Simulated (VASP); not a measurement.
A run of VASP 6.6.1 is set up as follows.

The input INCAR:

```
PREC = Accurate
ENCUT = 520
EDIFF = 1E-6
ISMEAR = -1
SIGMA = 0.05
LREAL = F
LASPH = T
NELM = 100
ALGO = Normal
ISIF = 2
LWAVE = F
LCHARG = T
GGA = PE
IVDW = 12
LELF = T
LVHAR = T
NBANDS = 44
```

Contents of KPOINTS:

```
regular mesh
0
Gamma
  5 5 4
```

File POSCAR:

```
Ge2Sb2Te5
1.0
    6.7115766968     -3.0168015232     -0.0313325038
    6.7115766968      3.0168015232     -0.0313325038
   -6.7349411950      0.0000000000      6.7102666718
Te Sb Ge
5 2 2
Direct
    0.5991148351      0.5991148351      0.3980549488
    0.7946272781      0.7946272781      0.1814506101
   -0.0031508138     -0.0031508138     -0.0039041500
    0.2122971248      0.2122971248      0.8143266352
    0.4139407983      0.4139407983      0.6036482317
    0.8934274248      0.8934274248      0.5748314780
    0.1156225992      0.1156225992      0.4258977157
    0.2757722430      0.2757722430      0.1899910570
    0.4983485104      0.4983485104      0.0157034735
```

Potentials or basis: VASP PAW PBE potentials, release 64 (Te, Sb, Ge_d).

The run is started by

```console
$ cat potpaw_PBE.64/Te/POTCAR potpaw_PBE.64/Sb/POTCAR potpaw_PBE.64/Ge_d/POTCAR > POTCAR
$ mpirun -np 1 vasp_std > vasp.out
```

Q: What does it give for the band gap on the k mesh?

A: 0.13 eV, indirect (least direct gap 0.24 eV).

Q: What does it give for the largest force?

A: 0.017 eV/Å.

Q: What does it give for the pressure?

A: 0.0 GPa.

Forces on the atoms (eV/Å):
```
Te  -0.004  0.000  0.007
Te   0.009  0.000 -0.002
Te  -0.007  0.000 -0.001
Te  -0.009  0.000  0.000
Te  -0.002  0.000  0.009
Sb   0.006  0.000  0.012
Sb  -0.009  0.000 -0.007
Ge   0.014  0.000 -0.009
Ge   0.001  0.000 -0.010
```

Caveat: spin-orbit coupling is left out, which moves the levels of the heavy elements. A k mesh can miss the band edges.
